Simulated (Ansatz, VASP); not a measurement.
# One calculation of CsPbBr3, two programs

The input POSCAR:

```
CsPbBr3
1.0
    6.0321059188      0.0000000000      0.0000000000
    0.0000000000      6.0321059188      0.0000000000
    0.0000000000      0.0000000000      5.9214870690
Cs Pb Br
1 1 3
Direct
    0.0000000000      0.0000000000      0.0000000000
    0.5000000000      0.5000000000      0.5000000000
    0.5000000000      0.5000000000      0.0000000000
    0.5000000000      0.0000000000      0.5000000000
    0.0000000000      0.5000000000      0.5000000000
```

Contents of INCAR.step1:

```
PREC = Accurate ; ENCUT = 520
ISMEAR = 0 ; SIGMA = 0.01
LREAL = F ; LASPH = T
NELM = 80 ; NBANDS = 30
GGA = PE ; ALGO = Normal
EDIFF = 1E-4 ; LWAVE = T
LCHARG = F
```

The input INCAR.step2:

```
PREC = Accurate ; ENCUT = 520
EDIFF = 1E-7 ; ISMEAR = 0
SIGMA = 0.01 ; LREAL = F
LASPH = T ; NELM = 80
ALGO = Normal ; ISIF = 2
LWAVE = F ; LCHARG = F
METAGGA = R2SCAN ; LMIXTAU = T
NBANDS = 30 ; ISTART = 1
```

The input KPOINTS:

```
regular mesh
0
Gamma
  4 4 4
```

Input for Ansatz:

```yaml
crystal:
  lattice:
    - [6.0321059188, 0.0, 0.0]
    - [0.0, 6.0321059188, 0.0]
    - [0.0, 0.0, 5.921487069]
  atoms:
    - { symbol: Cs, position: [0.0, 0.0, 0.0] }
    - { symbol: Pb, position: [0.5, 0.5, 0.5] }
    - { symbol: Br, position: [0.5, 0.5, 0.0] }
    - { symbol: Br, position: [0.5, 0.0, 0.5] }
    - { symbol: Br, position: [0.0, 0.5, 0.5] }
kpoints:
  mp_grid: { grid: [4, 4, 4] }
  band_path:
    path: [[0.0, 0.0, 0.0], [0.0, 0.5, 0.0], [0.5, 0.5, 0.0], [0.5, 0.5, 0.5]]
    npoints: 1
hamiltonian:
  xc: r2scan
scf:
  occupations: { method: fixed }
  n_extra_bands: 5
output:
  forces: true
  stress: true
  eigenvalues: true
```

Change from the starting cell: epitaxial_xy strain +1.5%.

Alike in both runs: task single point; functional r2SCAN; k mesh 4 × 4 × 4; no spin polarisation.

```csv
,VASP,Ansatz
version,VASP 6.6.1,Ansatz 0.2.0
potentials or method,"VASP PAW PBE potentials, release 64 (Cs_sv, Pb_d, Br)","plane waves, PAW"
plane-wave cutoff (eV),520,500
occupations,"gaussian, width 0.01 eV",fixed
valence electrons in the cell,44,44
```

VASP gave:

* gap on the k mesh at the Fermi level (eV): 2.11
* pressure (GPa): -0.5
* traceless stress, the component that is largest in VASP (GPa): 0.49

Question: Which values does Ansatz return?

Answer: gap on the k mesh at the Fermi level (eV): 2.10; pressure (GPa): -0.5; traceless stress, the component that is largest in VASP (GPa): 0.49.

VASP's potentials were made for PBE, not for r2SCAN.

Neither program's run includes spin-orbit coupling.
